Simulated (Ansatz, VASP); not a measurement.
One calculation of Hf, two programs

```
Hf
1.0
     0.00000    2.26522    2.26522
     2.26522    0.00000    2.26522
     2.26522    2.26522    0.00000
Hf
1
Direct
  0.00000 0.00000 0.00000
```

Alike in both runs: task single point; functional RPBE; k mesh 13 × 13 × 13; occupations fermi-dirac, width 0.1 eV; no spin polarisation.

|  | VASP | Ansatz |
| --- | --- | --- |
| version | VASP 6.6.1 | Ansatz 0.2.0 |
| potentials or method | VASP PAW PBE potentials, release 64 (Hf_pv), cutoff 520 eV | plane waves (420 eV) with PAW, scalar-relativistic |
| valence electrons in the cell | 10 | 26 |

|  | VASP | Ansatz | Ansatz less VASP |
| --- | --- | --- | --- |
| pressure (GPa) | -0.5 | 0.0 | +0.48 |

VASP's potentials were made for PBE, not for RPBE. VASP's potentials hold 10 valence electrons a cell and Ansatz's 26, so a difference there can come from the potentials and not from the codes.

Neither program's run includes spin-orbit coupling.
